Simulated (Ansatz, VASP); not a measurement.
Si7Ge: VASP beside Ansatz

File POSCAR:

```
Si7Ge
1.0
    5.6046676412      0.0000000000      0.0000000000
    0.0000000000      5.6046676412      0.0000000000
    0.0000000000      0.0000000000      5.4679684304
Si Ge
7 1
Direct
    0.2524307582      0.2524307582      0.2524307582
    0.0000000000      0.5000000000      0.5000000000
    0.5000000000      0.5000000000      0.0000000000
    0.5000000000      0.0000000000      0.5000000000
    0.7475692418      0.2524307582      0.7475692418
    0.7475692418      0.7475692418      0.2524307582
    0.2524307582      0.7475692418      0.7475692418
    0.0000000000      0.0000000000      0.0000000000
```

Contents of INCAR.step1:

```
SYSTEM = Si7Ge
PREC = Accurate
ENCUT = 520
ISMEAR = 0
SIGMA = 0.05
LREAL = .False.
LASPH = .True.
NELM = 60
NBANDS = 31
GGA = PE
ALGO = Normal
EDIFF = 1E-4
LWAVE = .True.
LCHARG = .False.
```

The input INCAR.step2:

```
SYSTEM = Si7Ge
PREC = Accurate
ENCUT = 520
EDIFF = 1E-6
ISMEAR = 0
SIGMA = 0.05
LREAL = .False.
LASPH = .True.
NELM = 60
ALGO = Normal
ISIF = 2
LWAVE = .False.
LCHARG = .False.
METAGGA = R2SCAN
LMIXTAU = .True.
NBANDS = 31
ISTART = 1
```

The input KPOINTS:

```
regular mesh
0
Gamma
  6 6 6
  0 0 0
```

Input for Ansatz:

```yaml
crystal:
  lattice:
    - [5.6046676412, 0.0, 0.0]
    - [0.0, 5.6046676412, 0.0]
    - [0.0, 0.0, 5.4679684304]
  atoms:
    - { symbol: Si, position: [0.2524307582, 0.2524307582, 0.2524307582] }
    - { symbol: Si, position: [0.0, 0.5, 0.5] }
    - { symbol: Si, position: [0.5, 0.5, 0.0] }
    - { symbol: Si, position: [0.5, 0.0, 0.5] }
    - { symbol: Si, position: [0.7475692418, 0.2524307582, 0.7475692418] }
    - { symbol: Si, position: [0.7475692418, 0.7475692418, 0.2524307582] }
    - { symbol: Si, position: [0.2524307582, 0.7475692418, 0.7475692418] }
    - { symbol: Ge, position: [0.0, 0.0, 0.0] }
basis:
  ecutwfc: 500
kpoints:
  mp_grid: { grid: [6, 6, 6] }
hamiltonian:
  xc: r2scan
scf:
  occupations: { method: gaussian, width: 0.05 }
output:
  forces: true
  stress: true
  eigenvalues: true
```

Change from the starting cell: strain +0.025 along x and y, +0.000 along z, atoms carried along.

Alike in both runs: task single point; functional r2SCAN; k mesh 6 × 6 × 6; occupations gaussian, width 0.05 eV; no spin polarisation.

|  | VASP | Ansatz |
| --- | --- | --- |
| version | VASP 6.6.1 | Ansatz 0.2.0 |
| potentials or method | VASP PAW PBE potentials, release 64 (Si, Ge_d), cutoff 520 eV | scalar-relativistic, plane waves, PAW |
| valence electrons in the cell | 42 | 42 |

```tsv
	VASP	Ansatz	Ansatz less VASP
gap on the k mesh at the Fermi level (eV)	0.55	0.54	-0.010
least direct gap on the mesh (eV)	0.55	0.54	-0.010
pressure (GPa)	-4.3	-4.2	+0.17
traceless stress, the component that is largest in VASP (GPa)	1.62	1.62	-0.003
rms of the force components (eV/Å)	0.010	0.004	-0.0056
```

VASP's potentials were made for PBE, not for r2SCAN. Atom by atom the forces differ by 0.006 eV/Å (rms over components).
